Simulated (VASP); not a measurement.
# NaCl (P4/mmm) in VASP: notebook

Runs on NaCl. Level: PBEsol. Tasks: single point.

Program: VASP 6.6.1. These are calculated values, not measurements. Logs are shortened: lines on timing, memory, paths and dates and some standing lists are left out, and cuts for length are marked.

## Step 1: The cell of the first run

It takes space group P4/mmm (No. 123, tetragonal). The conventional cell has a = 3.222 Å, b = 3.222 Å, c = 3.502 Å, α = 90.00°, β = 90.00°, γ = 90.00°. Na (site symmetry 4/mmm) has 8 Cl at 2.87 Å and 6 Na at 3.22 to 3.50 Å within 3.8 Å. Within 3.8 Å of Cl (site symmetry 4/mmm) lie 8 Na at 2.87 Å and 6 Cl at 3.22 to 3.50 Å.

## Step 2: Single point, PBEsol (strain -0.080 along x and y, +0.000 along z)

File INCAR:

```
SYSTEM = NaCl
PREC = Accurate ; ENCUT = 520
EDIFF = 1E-7 ; ISMEAR = 0
SIGMA = 0.05 ; LREAL = .False.
LASPH = .True. ; NELM = 80
ALGO = Normal ; ISIF = 2
LWAVE = .False. ; LCHARG = .False.
GGA = PS ; NBANDS = 14
```

File KPOINTS:

```
regular mesh
0
Gamma
  6 6 6
  0 0 0
```

File POSCAR:

```
NaCl
1.0
    3.2220148000      0.0000000000      0.0000000000
    0.0000000000      3.2220148000      0.0000000000
    0.0000000000      0.0000000000      3.5021900000
Na Cl
1 1
Direct
    0.0000000000      0.0000000000      0.0000000000
    0.5000000000      0.5000000000      0.5000000000
```

Potentials or basis: VASP PAW PBE potentials, release 64 (Na_pv, Cl).

Run with:

```console
$ cat potpaw_PBE.64/Na_pv/POTCAR potpaw_PBE.64/Cl/POTCAR > POTCAR
$ mpirun -np 1 vasp_std > vasp.out
```

OUTCAR:

```text
SYSTEM = NaCl
   PREC = Accurate
   ENCUT = 520
   EDIFF = 1E-7
   ISMEAR = 0
   LREAL = .False.
   LASPH = .True.
   NELM = 80
   ISIF = 2
   GGA = PS

 ion  position               nearest neighbor table
   1  0.000  0.000  0.000-
   2  0.500  0.500  0.500-

  LATTYP: Found a simple tetragonal cell.
 ALAT       =     3.2220148000
 C/A-ratio  =     1.0869565217

  Lattice vectors:

 A1 = (   3.2220148000,   0.0000000000,   0.0000000000)
 A2 = (   0.0000000000,   3.2220148000,   0.0000000000)
 A3 = (   0.0000000000,   0.0000000000,   3.5021900000)

Analysis of symmetry for initial positions (statically):
=====================================================================
 Subroutine PRICEL returns:
 Original cell was already a primitive cell.

 Routine SETGRP: Setting up the symmetry group for a
 simple tetragonal supercell.

 Subroutine GETGRP returns: Found 16 space group operations
 (whereof 16 operations were pure point group operations)
 out of a pool of 16 trial point group operations.

The static configuration has the point symmetry D_4h.

Analysis of symmetry for dynamics (positions and initial velocities):
=====================================================================
 Subroutine PRICEL returns:
 Original cell was already a primitive cell.

 Routine SETGRP: Setting up the symmetry group for a
 simple tetragonal supercell.

 Subroutine GETGRP returns: Found 16 space group operations
 (whereof 16 operations were pure point group operations)
 out of a pool of 16 trial point group operations.

The dynamic configuration has the point symmetry D_4h.

 Subroutine INISYM returns: Found 16 space group operations
 (whereof 16 operations are pure point group operations),
 and found     1 'primitive' translations

----------------------------------------------------------------------------------------

                                     Primitive cell

  volume of cell :      36.3576

  direct lattice vectors                    reciprocal lattice vectors
     3.222014800  0.000000000  0.000000000     0.310364807  0.000000000  0.000000000
     0.000000000  3.222014800  0.000000000     0.000000000  0.310364807  0.000000000
     0.000000000  0.000000000  3.502190000     0.000000000  0.000000000  0.285535622

  length of vectors
     3.222014800  3.222014800  3.502190000     0.310364807  0.310364807  0.285535622

  position of ions in fractional coordinates (direct lattice)
     0.000000000  0.000000000  0.000000000
     0.500000000  0.500000000  0.500000000

  ion indices of the primitive-cell ions
   primitive index   ion index
                 1           1
                 2           2

----------------------------------------------------------------------------------------

 KPOINTS: regular mesh

Automatic generation of k-mesh.
 Grid dimensions read from file:
 generate k-points for:    6    6    6

 Generating k-lattice:

  Cartesian coordinates                     Fractional coordinates (reciprocal lattice)
     0.051727468  0.000000000  0.000000000     0.166666667  0.000000000  0.000000000
     0.000000000  0.051727468  0.000000000     0.000000000  0.166666667  0.000000000
     0.000000000  0.000000000  0.047589270     0.000000000  0.000000000  0.166666667

  Length of vectors
     0.051727468  0.051727468  0.047589270

  Shift w.r.t. Gamma in fractional coordinates (k-lattice)
     0.000000000  0.000000000  0.000000000

 Subroutine IBZKPT returns following result:
 ===========================================

 Found     40 irreducible k-points:

 Following reciprocal coordinates:
            Coordinates               Weight
  0.000000  0.000000  0.000000      1.000000
  0.166667  0.000000  0.000000      4.000000
  0.333333  0.000000  0.000000      4.000000
  0.500000  0.000000  0.000000      2.000000
  0.166667  0.166667  0.000000      4.000000
  0.333333  0.166667  0.000000      8.000000
[... 16 lines left out ...]
  0.333333  0.000000  0.333333      8.000000
  0.500000  0.000000  0.333333      4.000000
 [... further k-points ...]
   k-points           NKPTS =     40   k-points in BZ     NKDIM =     40   number of bands    NBANDS=     14
   number of dos      NEDOS =    301   number of ions     NIONS =      2
   total plane-waves  NPLWV =  16128
   dimension x,y,z NGX =    24 NGY =   24 NGZ =   28
   dimension x,y,z NGXF=    48 NGYF=   48 NGZF=   56
   ions per type =               1   1
   NGX,Y,Z   is equivalent  to a cutoff of  12.38, 12.38, 13.29 a.u.
   NGXF,Y,Z  is equivalent  to a cutoff of  24.77, 24.77, 26.58 a.u.
 SYSTEM =  NaCl
   PREC   = accura    normal or accurate (medium, high low for compatibility)
   ISTART =      0    job   : 0-new  1-cont  2-samecut
   ICHARG =      2    charge: 1-file 2-atom 10-const
   ISPIN  =      1    spin polarized calculation?
   LNONCOLLINEAR =      F non collinear calculations
   LSORBIT =      F    spin-orbit coupling
   LASPH  =      T    aspherical Exc in radial PAW
   ENCUT  =  520.0 eV  38.22 Ry    6.18 a.u.   5.99  5.99  6.51*2*pi/ulx,y,z
   NELM   =     80;   NELMIN=  2; NELMDL= -5     # of ELM steps
   EDIFF  = 0.1E-06   stopping-criterion for ELM
   LREAL  =      F    real-space projection
   EDIFFG = 0.1E-05   stopping-criterion for IOM
   NSW    =      0    number of steps for IOM
   IBRION =     -1    ionic relax: 0-MD 1-quasi-New 2-CG
   NFREE  =      0    steps in history (QN), initial steepest desc. (CG)
   ISIF   =      2    stress and relaxation
   ISYM   =      2    0-nonsym 1-usesym 2-fastsym
   POTIM  = 0.5000    time-step for ionic-motion
   TEBEG  =    0.0;   TEEND  =   0.0 temperature during run
   PSTRESS=    0.0 pullay stress
   NELECT =      14.0000    total number of electrons
   NUPDOWN=      -1.0000    fix difference up-down
   EMIN   =  10.00;   EMAX   =-10.00  energy-range for DOS
   EFERMI =   0.00;   METHOD = LEGACY
   ISMEAR =     0;   SIGMA  =   0.05  broadening in eV -4-tet -1-fermi 0-gaus
   EFERMI_NEDOS =   21; number of points for ismear=-14 and -15
   IALGO  =     38    algorithm
   IMIX   =      4    mixing-type and parameters
     AMIX     =   0.40;   BMIX     =  1.00
     AMIX_MAG =   1.60;   BMIX_MAG =  1.00
  volume/ion in A,a.u.               =      18.18       122.68
  Fermi-wavevector in a.u.,A,eV,Ry     =   1.191021  2.250702 19.300272  1.418530
  Thomas-Fermi vector in A             =   2.327092
   LORBIT       =      0    0 simple, 1 ext, 2 COOP (PROOUT), +10 PAW based schemes
   GGA     = PS    functional components
   LHFCALC =     F    Hartree Fock is set to
   AEXX    =    0.0000 exact exchange contribution
   IVDW    =     0    specifies the selected vdW correction
   LEPSILON=     F    determine dielectric tensor
   LRPA    =     F    only Hartree local field effects (RPA)
 non-spin polarized calculation
 Gauss-broadening in eV      SIGMA  =   0.05
  energy-cutoff  :      520.00
  volume of cell :       36.36
 maximum number of plane-waves:      1008
 NGX is ok and might be reduce to    24
   NGX = 11   NGY = 11   NGZ = 13

 number of electron      13.9999986 magnetization

 Free energy of the ion-electron system (eV)
  ---------------------------------------------------
  ext. energy  EPLUGINS =         0.00000000
  ---------------------------------------------------
  free energy    TOTEN  =        -6.61840719 eV

  energy without entropy =       -6.61840719  energy(sigma->0) =       -6.61840719

 E-fermi :   2.2361     XC(G=0):  -9.3436

 val. band max:        1.9230605016   @ k =   0.5000   0.0000   0.5000
 cond. band min:       5.9813533935   @ k =   0.0000   0.0000   0.0000
 fundamental gap:      4.0582928918
 Fermi energy:         2.2361471511

 k-point     1 :       0.0000    0.0000    0.0000
  band No.  band energies     occupation
      1     -20.1669      2.00000
      2     -20.1669      2.00000
      3     -20.1590      2.00000
      4     -12.3699      2.00000
      5       0.4850      2.00000
      6       1.3328      2.00000
      7       1.3328      2.00000
      8       5.9814      0.00000
      9       9.5912      0.00000
     10      10.2607      0.00000
     11      17.7976      0.00000
     12      17.7976      0.00000
     13      17.9459      0.00000
     14      19.1185      0.00000

 k-point     2 :       0.1667    0.0000    0.0000
  band No.  band energies     occupation
      1     -20.1921      2.00000
      2     -20.1647      2.00000
      3     -20.1564      2.00000
      4     -12.2192      2.00000
      5       0.1850      2.00000
      6       0.5784      2.00000
      7       1.4165      2.00000
      8       6.6941      0.00000
      9      10.1154      0.00000
     10      11.1533      0.00000
     11      15.3941      0.00000
     12      16.9899      0.00000
     13      18.0547      0.00000
     14      18.1082      0.00000

 k-point     3 :       0.3333    0.0000    0.0000
  band No.  band energies     occupation
      1     -20.2418      2.00000
      2     -20.1603      2.00000
      3     -20.1511      2.00000
      4     -11.8894      2.00000
      5      -1.4732      2.00000
      6       0.7773      2.00000
      7       1.5931      2.00000
      8       7.9029      0.00000
      9      11.1650      0.00000
     10      11.9395      0.00000
     11      13.4656      0.00000
     12      15.1552      0.00000
     13      16.4804      0.00000
     14      18.6856      0.00000

 k-point     4 :       0.5000    0.0000    0.0000
  band No.  band energies     occupation
      1     -20.2664      2.00000
      2     -20.1581      2.00000
      3     -20.1485      2.00000
      4     -11.7068      2.00000
      5      -2.1658      2.00000
      6       0.8838      2.00000
      7       1.6867      2.00000
      8       8.7426      0.00000
      9      11.3630      0.00000
     10      12.0812      0.00000
     11      12.7514      0.00000
     12      14.4706      0.00000
     13      14.9479      0.00000
     14      19.0991      0.00000

 k-point     5 :       0.1667    0.1667    0.0000
  band No.  band energies     occupation
      1     -20.1921      2.00000
      2     -20.1856      2.00000
      3     -20.1539      2.00000
      4     -12.0771      2.00000
      5       0.1656      2.00000
      6       0.4920      2.00000
      7       0.6749      2.00000
      8       7.3334      0.00000
      9      10.7650      0.00000
     10      11.7033      0.00000
     11      15.2360      0.00000
[... 276 lines left out ...]
 k-point    22 :       0.1667    0.0000    0.3333
  band No.  band energies     occupation
      1     -20.1973      2.00000
      2     -20.1857      2.00000
      3     -20.1617      2.00000
      4     -11.9354      2.00000
      5      -1.4405      2.00000
      6       0.4902      2.00000
      7       1.5634      2.00000
      8       8.9219      0.00000
      9      10.6444      0.00000
     10      12.1449      0.00000
     11      13.4850      0.00000
     12      14.9822      0.00000
     13      17.3203      0.00000
     14      17.5182      0.00000

 k-point    23 :       0.3333    0.0000    0.3333
  band No.  band energies     occupation
      1     -20.2317      2.00000
      2     -20.1853      2.00000
      3     -20.1576      2.00000
      4     -11.6691      2.00000
      5      -1.1300      2.00000
      6      -0.8797      2.00000
      7       1.7582      2.00000
      8       8.3005      0.00000
      9      10.6748      0.00000
     10      12.8831      0.00000
     11      14.2768      0.00000
     12      15.3101      0.00000
     13      15.5480      0.00000
     14      18.0914      0.00000

 k-point    24 :       0.5000    0.0000    0.3333
  band No.  band energies     occupation
      1     -20.2538      2.00000
      2     -20.1800      2.00000
      3     -20.1555      2.00000
      4     -11.5230      2.00000
      5      -1.6738      2.00000
      6      -0.7150      2.00000
      7       1.8616      2.00000
      8       7.5951      0.00000
      9      11.1761      0.00000
     10      13.3561      0.00000
     11      13.9386      0.00000
     12      14.7512      0.00000
     13      15.5997      0.00000
     14      18.8295      0.00000

 [... further k-points ...]
[... 5 lines left out ...]
  --------------------------------------------------------------------------------------
  -------------------------------------------------------------------------------------
  Total        1.7002494      1.7002494     -0.1450753      0.0000000     -0.0000000      0.0000000
  in kB       74.9252913     74.9252913     -6.3930662      0.0000000     -0.0000000      0.0000000
  external PRESSURE =      47.8191721 kB  Pullay stress =       0.0000000 kB

 VOLUME and BASIS-vectors are now :
 -----------------------------------------------------------------------------
  energy-cutoff  :      520.00
  volume of cell :       36.36
      direct lattice vectors                 reciprocal lattice vectors
     3.222014800  0.000000000  0.000000000     0.310364807  0.000000000  0.000000000
     0.000000000  3.222014800  0.000000000     0.000000000  0.310364807  0.000000000
     0.000000000  0.000000000  3.502190000     0.000000000  0.000000000  0.285535622

 POSITION                                       TOTAL-FORCE (eV/Angst)
 -----------------------------------------------------------------------------------
      0.00000      0.00000      0.00000         0.000000      0.000000      0.000000
      1.61101      1.61101      1.75110         0.000000      0.000000      0.000000
 -----------------------------------------------------------------------------------
    total drift:                                0.000000      0.000000     -0.000000

  FREE ENERGIE OF THE ION-ELECTRON SYSTEM (eV)
  ---------------------------------------------------
  free  energy   TOTEN  =        -6.6184071875 eV

  energy  without entropy=       -6.6184071875  energy(sigma->0) =       -6.61840719
```

It took 20 s on 1 thread of Intel Xeon 8259CL, shared host; peak memory 0.14 GiB.

Results:

```yaml
Free_energy: -6.6184 eV
Pressure: 4.8 GPa
Band_gap_on_the_k_mesh: 4.06 eV (least direct gap 4.65 eV)
```

Levels at points of the mesh, in eV from the valence-band top:
| k point | band 4 | band 5 | band 6 | band 7 | band 8 | band 9 | band 10 | band 11 |
| --- | --- | --- | --- | --- | --- | --- | --- | --- |
| (0.00, 0.00, 0.00) | -14.29 | -1.44 | -0.59 | -0.59 | 4.06 | 7.67 | 8.34 | 15.87 |
| (0.50, 0.00, 0.00) | -13.63 | -4.09 | -1.04 | -0.24 | 6.82 | 9.44 | 10.16 | 10.83 |
| (0.50, 0.50, 0.00) | -13.15 | -3.14 | -3.14 | -0.58 | 5.31 | 9.30 | 11.51 | 11.51 |
| (0.00, 0.00, 0.50) | -13.87 | -4.08 | -0.40 | -0.40 | 7.28 | 9.02 | 10.09 | 12.37 |
| (0.50, 0.00, 0.50) | -13.38 | -3.41 | -3.06 | 0.00 | 4.94 | 10.12 | 11.39 | 12.23 |
| (0.50, 0.50, 0.50) | -12.86 | -2.80 | -2.80 | -2.47 | 6.61 | 6.70 | 6.70 | 12.71 |

Caveat: the cell differs from its parent crystal (strain -0.080 along x and y, +0.000 along z); the cell stands under pressure; the PAW data sets were made with another functional, which shifts forces and pressure a little. A k mesh can miss the band edges.

## Step 3: Single point, PBEsol (strain -0.080 along x and y, +0.040 along z)

File INCAR:

```
ALGO = Normal ; EDIFF = 1E-7
ENCUT = 520 ; GGA = PS
ISIF = 2 ; ISMEAR = 0
LASPH = True ; LCHARG = False
LREAL = False ; LWAVE = False
NBANDS = 14 ; NELM = 60
PREC = Accurate ; SIGMA = 0.05
```

File KPOINTS:

```
k-points
0
Gamma
  6 6 6
```

Changes to POSCAR since step 2:

```diff
@@ -4,3 +4,3 @@
     0.0000000000      3.2220148000      0.0000000000
-    0.0000000000      0.0000000000      3.5021900000
+    0.0000000000      0.0000000000      3.6422776000
 Na Cl
```

Potentials or basis: VASP PAW PBE potentials, release 64 (Na_pv, Cl).

Run with:

```console
$ cat potpaw_PBE.64/Na_pv/POTCAR potpaw_PBE.64/Cl/POTCAR > POTCAR
$ mpirun -np 1 vasp_std > vasp.out
```

It took 22 s on 1 thread of Intel Xeon 8259CL, shared host; peak memory 0.15 GiB.

The run converged. Its results:

```
Free energy            : -6.5964 eV
Pressure               : 3.2 GPa
Band gap on the k mesh : 3.64 eV (least direct gap 4.18 eV)
```

Stress tensor (GPa, compression positive):
```
 6.88  0.00  0.00
 0.00  6.88  0.00
 0.00  0.00 -4.16
```

Levels at points of the mesh, in eV from the valence-band top:
```csv
k point,band 5,band 6,band 7,band 8,band 9,band 10
"(0.00, 0.00, 0.00)",-1.71,-0.54,-0.54,3.64,7.60,8.48
"(0.50, 0.00, 0.00)",-4.00,-1.28,-0.18,6.42,8.96,10.20
"(0.50, 0.50, 0.00)",-3.07,-3.07,-0.80,5.35,8.90,10.99
"(0.00, 0.00, 0.50)",-4.01,-0.40,-0.40,7.14,8.35,10.07
"(0.50, 0.00, 0.50)",-3.43,-2.97,0.00,4.79,10.08,10.73
"(0.50, 0.50, 0.50)",-2.79,-2.79,-2.35,6.53,6.61,6.61
```

Caveat: the cell differs from its parent crystal (strain -0.080 along x and y, +0.040 along z); the cell stands under pressure; the PAW data sets were made with another functional, which shifts forces and pressure a little.

[end of part 1 of 2]
